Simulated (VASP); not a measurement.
# Br (Fd-3m) in VASP: single point with LDA

Aim: the single point of Br with LDA.

All numbers are computed with VASP 6.6.1; they aren't measurements. Logs are shortened: lines on timing, memory, paths and dates and some standing lists are left out, and cuts for length are marked.

## (1) The cell of the first run

The structure is cubic, space group Fd-3m (No. 227). Conventional cell: a = 6.750 Å, b = 6.750 Å, c = 6.750 Å, α = 90.00°, β = 90.00°, γ = 90.00°. Within 3.8 Å of Br (site symmetry -43m) lie 4 Br at 2.92 Å.

## (2) Single point, LDA

File INCAR:

```
SYSTEM = Br
PREC     = Accurate       ! precision mode
ENCUT    = 520            ! plane-wave cutoff, eV
EDIFF    = 1E-7           ! SCF threshold, eV
ISMEAR   = -1             ! smearing method
SIGMA    = 0.13605693000000002 ! smearing width, eV
LREAL    = .False.        ! projectors in reciprocal space
LASPH    = .True.         ! aspherical terms in the spheres
NELM     = 100            ! most SCF steps
ALGO     = Normal         ! electronic algorithm
ISIF     = 2              ! what is computed and relaxed
LWAVE    = .False.        ! write WAVECAR
LCHARG   = .False.        ! write CHGCAR
NBANDS   = 14             ! bands
```

File KPOINTS:

```
regular mesh
0
Gamma
  8 8 8
  0 0 0
```

File POSCAR:

```
Br
1.0
    0.0000000000      3.3751357970      3.3751357970
    3.3751357970      0.0000000000      3.3751357970
    3.3751357970      3.3751357970      0.0000000000
Br
2
Direct
    0.0000000000      0.0000000000      0.0000000000
    0.2500000000      0.2500000000      0.2500000000
```

Potentials or basis: VASP PAW LDA potentials, release 64 (Br).

Command:

```bash
cat potpaw_LDA.64/Br/POTCAR > POTCAR
mpirun -np 1 vasp_std > vasp.out
```

OUTCAR:

```text
SYSTEM = Br
   PREC = Accurate
   ENCUT = 520
   EDIFF = 1E-7
   ISMEAR = -1
   LREAL = .False.
   LASPH = .True.
   NELM = 100
   ISIF = 2

 ion  position               nearest neighbor table
   1  0.000  0.000  0.000-
   2  0.250  0.250  0.250-

  LATTYP: Found a face centered cubic cell.
 ALAT       =     6.7502715940

  Lattice vectors:

 A1 = (   0.0000000000,   3.3751357970,   3.3751357970)
 A2 = (   3.3751357970,   0.0000000000,   3.3751357970)
 A3 = (   3.3751357970,   3.3751357970,   0.0000000000)

Analysis of symmetry for initial positions (statically):
=====================================================================
 Subroutine PRICEL returns:
 Original cell was already a primitive cell.

 Routine SETGRP: Setting up the symmetry group for a
 face centered cubic supercell.

 Subroutine GETGRP returns: Found 48 space group operations
 (whereof 24 operations were pure point group operations)
 out of a pool of 48 trial point group operations.

The static configuration has the point symmetry T_d .
 The point group associated with its full space group is O_h .

Analysis of symmetry for dynamics (positions and initial velocities):
=====================================================================
 Subroutine PRICEL returns:
 Original cell was already a primitive cell.

 Routine SETGRP: Setting up the symmetry group for a
 face centered cubic supercell.

 Subroutine GETGRP returns: Found 48 space group operations
 (whereof 24 operations were pure point group operations)
 out of a pool of 48 trial point group operations.

The dynamic configuration has the point symmetry T_d .
 The point group associated with its full space group is O_h .

 Subroutine INISYM returns: Found 48 space group operations
 (whereof 24 operations are pure point group operations),
 and found     1 'primitive' translations

----------------------------------------------------------------------------------------

                                     Primitive cell

  volume of cell :      76.8960

  direct lattice vectors                    reciprocal lattice vectors
     0.000000000  3.375135797  3.375135797    -0.148142187  0.148142187  0.148142187
     3.375135797  0.000000000  3.375135797     0.148142187 -0.148142187  0.148142187
     3.375135797  3.375135797  0.000000000     0.148142187  0.148142187 -0.148142187

  length of vectors
     4.773162819  4.773162819  4.773162819     0.256589795  0.256589795  0.256589795

  position of ions in fractional coordinates (direct lattice)
     0.000000000  0.000000000  0.000000000
     0.250000000  0.250000000  0.250000000

  ion indices of the primitive-cell ions
   primitive index   ion index
                 1           1
                 2           2

----------------------------------------------------------------------------------------

 KPOINTS: regular mesh

Automatic generation of k-mesh.
 Grid dimensions read from file:
 generate k-points for:    8    8    8

 Generating k-lattice:

  Cartesian coordinates                     Fractional coordinates (reciprocal lattice)
    -0.018517773  0.018517773  0.018517773     0.125000000  0.000000000  0.000000000
     0.018517773 -0.018517773  0.018517773     0.000000000  0.125000000  0.000000000
     0.018517773  0.018517773 -0.018517773     0.000000000  0.000000000  0.125000000

  Length of vectors
     0.032073724  0.032073724  0.032073724

  Shift w.r.t. Gamma in fractional coordinates (k-lattice)
     0.000000000  0.000000000  0.000000000

 Subroutine IBZKPT returns following result:
 ===========================================

 Found     29 irreducible k-points:

 Following reciprocal coordinates:
            Coordinates               Weight
  0.000000  0.000000  0.000000      1.000000
  0.125000  0.000000  0.000000      8.000000
  0.250000  0.000000  0.000000      8.000000
  0.375000  0.000000  0.000000      8.000000
  0.500000  0.000000  0.000000      4.000000
  0.125000  0.125000  0.000000      6.000000
[... 16 lines left out ...]
  0.500000  0.250000  0.125000     48.000000
 -0.375000  0.250000  0.125000     24.000000
 [... further k-points ...]
   k-points           NKPTS =     29   k-points in BZ     NKDIM =     29   number of bands    NBANDS=     14
   number of dos      NEDOS =    301   number of ions     NIONS =      2
   total plane-waves  NPLWV =  46656
   dimension x,y,z NGX =    36 NGY =   36 NGZ =   36
   dimension x,y,z NGXF=    72 NGYF=   72 NGZF=   72
   ions per type =               2
   NGX,Y,Z   is equivalent  to a cutoff of  12.54, 12.54, 12.54 a.u.
   NGXF,Y,Z  is equivalent  to a cutoff of  25.08, 25.08, 25.08 a.u.
 SYSTEM =  Br
   PREC   = accura    normal or accurate (medium, high low for compatibility)
   ISTART =      0    job   : 0-new  1-cont  2-samecut
   ICHARG =      2    charge: 1-file 2-atom 10-const
   ISPIN  =      1    spin polarized calculation?
   LNONCOLLINEAR =      F non collinear calculations
   LSORBIT =      F    spin-orbit coupling
   LASPH  =      T    aspherical Exc in radial PAW
   ENCUT  =  520.0 eV  38.22 Ry    6.18 a.u.   8.87  8.87  8.87*2*pi/ulx,y,z
   NELM   =    100;   NELMIN=  2; NELMDL= -5     # of ELM steps
   EDIFF  = 0.1E-06   stopping-criterion for ELM
   LREAL  =      F    real-space projection
   EDIFFG = 0.1E-05   stopping-criterion for IOM
   NSW    =      0    number of steps for IOM
   IBRION =     -1    ionic relax: 0-MD 1-quasi-New 2-CG
   NFREE  =      0    steps in history (QN), initial steepest desc. (CG)
   ISIF   =      2    stress and relaxation
   ISYM   =      2    0-nonsym 1-usesym 2-fastsym
   POTIM  = 0.5000    time-step for ionic-motion
   TEBEG  =    0.0;   TEEND  =   0.0 temperature during run
   PSTRESS=    0.0 pullay stress
   NELECT =      14.0000    total number of electrons
   NUPDOWN=      -1.0000    fix difference up-down
   EMIN   =  10.00;   EMAX   =-10.00  energy-range for DOS
   EFERMI =   0.00;   METHOD = LEGACY
   ISMEAR =    -1;   SIGMA  =   0.14  broadening in eV -4-tet -1-fermi 0-gaus
   EFERMI_NEDOS =   21; number of points for ismear=-14 and -15
   IALGO  =     38    algorithm
   IMIX   =      4    mixing-type and parameters
     AMIX     =   0.40;   BMIX     =  1.00
     AMIX_MAG =   1.60;   BMIX_MAG =  1.00
  volume/ion in A,a.u.               =      38.45       259.46
  Fermi-wavevector in a.u.,A,eV,Ry     =   0.927861  1.753403 11.713610  0.860926
  Thomas-Fermi vector in A             =   2.053976
   LORBIT       =      0    0 simple, 1 ext, 2 COOP (PROOUT), +10 PAW based schemes
   GGA     = CA    functional components
   LHFCALC =     F    Hartree Fock is set to
   AEXX    =    0.0000 exact exchange contribution
   IVDW    =     0    specifies the selected vdW correction
   LEPSILON=     F    determine dielectric tensor
   LRPA    =     F    only Hartree local field effects (RPA)
 non-spin polarized calculation
  energy-cutoff  :      520.00
  volume of cell :       76.90
 maximum number of plane-waves:      2120
   NGX = 17   NGY = 17   NGZ = 17

 number of electron      14.0000005 magnetization

 Free energy of the ion-electron system (eV)
  ---------------------------------------------------
  ext. energy  EPLUGINS =         0.00000000
  ---------------------------------------------------
  free energy    TOTEN  =        -2.97638887 eV

  energy without entropy =       -2.75210067  energy(sigma->0) =       -2.86424477

 E-fermi :  -0.5376     XC(G=0):  -7.6806

 val. band max:       -0.6160397431   @ k =  -0.3750   0.2500   0.1250
 cond. band min:      -0.5341696450   @ k =   0.3750   0.2500   0.0000
 fundamental gap:      0.0818700981
 Fermi energy:        -0.5376002791

 k-point     1 :       0.0000    0.0000    0.0000
  band No.  band energies     occupation
      1     -16.1289      2.00000
      2     -13.5952      2.00000
      3      -3.6583      2.00000
      4      -3.6583      2.00000
      5      -3.6583      2.00000
      6      -1.5915      1.99914
      7      -1.5915      1.99914
      8      -1.5915      1.99914
      9       4.1365      0.00000
     10       8.2088      0.00000
     11       8.2088      0.00000
     12       9.6744      0.00000
     13       9.6744      0.00000
     14       9.6744      0.00000

 k-point     2 :       0.1250    0.0000    0.0000
  band No.  band energies     occupation
      1     -16.0693      2.00000
      2     -13.6866      2.00000
      3      -3.7416      2.00000
      4      -3.7416      2.00000
      5      -3.7320      2.00000
      6      -1.5090      1.99842
      7      -1.4749      1.99796
      8      -1.4749      1.99796
      9       4.4898      0.00000
     10       7.8953      0.00000
     11       7.8953      0.00000
     12       9.3505      0.00000
     13      10.3761      0.00000
     14      10.3761      0.00000

 k-point     3 :       0.2500    0.0000    0.0000
  band No.  band energies     occupation
      1     -15.9050      2.00000
      2     -13.9259      2.00000
      3      -3.9308      2.00000
      4      -3.9132      2.00000
      5      -3.9132      2.00000
      6      -1.2262      1.98740
      7      -1.2262      1.98740
      8      -1.2223      1.98703
      9       5.2927      0.00000
     10       7.6549      0.00000
     11       7.6549      0.00000
     12       8.7924      0.00000
     13      10.4616      0.00000
     14      11.3108      0.00000
[... 324 lines left out ...]
 k-point    23 :       0.5000    0.2500    0.1250
  band No.  band energies     occupation
      1     -15.5398      2.00000
      2     -14.4001      2.00000
      3      -4.6478      2.00000
      4      -4.2637      2.00000
      5      -3.2848      2.00000
      6      -1.6664      1.99950
      7      -0.6781      1.47487
      8      -0.4100      0.56258
      9       6.1567      0.00000
     10       6.5398      0.00000
     11       8.2411      0.00000
     12       8.9248      0.00000
     13      10.6680      0.00000
     14      11.0588      0.00000

 k-point    24 :      -0.3750    0.2500    0.1250
  band No.  band energies     occupation
      1     -15.4139      2.00000
      2     -14.5487      2.00000
      3      -4.7389      2.00000
      4      -4.3194      2.00000
      5      -3.2661      2.00000
      6      -1.5673      1.99897
      7      -0.6160      1.28053
      8      -0.3146      0.32525
      9       6.1044      0.00000
     10       6.6229      0.00000
     11       8.2149      0.00000
     12       8.7743      0.00000
     13      10.4647      0.00000
     14      11.5628      0.00000

 [... further k-points ...]

------------------------ aborting loop because EDIFF is reached ----------------------------------------

  FORCE on cell =-STRESS in cart. coord.  units (eV):
  Direction    XX          YY          ZZ          XY          YZ          ZX
  --------------------------------------------------------------------------------------
  -------------------------------------------------------------------------------------
  Total        0.0147247      0.0147247      0.0147247      0.0000000      0.0000000      0.0000000
  in kB        0.3067985      0.3067985      0.3067985      0.0000000      0.0000000      0.0000000
  external PRESSURE =       0.3067985 kB  Pullay stress =       0.0000000 kB

 VOLUME and BASIS-vectors are now :
 -----------------------------------------------------------------------------
  energy-cutoff  :      520.00
  volume of cell :       76.90
      direct lattice vectors                 reciprocal lattice vectors
     0.000000000  3.375135797  3.375135797    -0.148142187  0.148142187  0.148142187
     3.375135797  0.000000000  3.375135797     0.148142187 -0.148142187  0.148142187
     3.375135797  3.375135797  0.000000000     0.148142187  0.148142187 -0.148142187

 POSITION                                       TOTAL-FORCE (eV/Angst)
 -----------------------------------------------------------------------------------
      0.00000      0.00000      0.00000         0.000000      0.000000      0.000000
      1.68757      1.68757      1.68757        -0.000000     -0.000000     -0.000000
 -----------------------------------------------------------------------------------
    total drift:                                0.000000      0.000000     -0.000000

  FREE ENERGIE OF THE ION-ELECTRON SYSTEM (eV)
  ---------------------------------------------------
  free  energy   TOTEN  =        -2.9763888724 eV

  energy  without entropy=       -2.7521006713  energy(sigma->0) =       -2.86424477
```

It took 16 s on 1 thread of Intel Xeon Platinum 8375C at 2.90GHz (Ice Lake), shared host; peak memory 0.17 GiB.

Results:

```yaml
Free_energy: -2.9764 eV
Pressure: 0.0 GPa
Band_gap_on_the_k_mesh: zero (band 7 reaches -0.07 eV, above the bottom of band 8 at -1.59 eV)
```
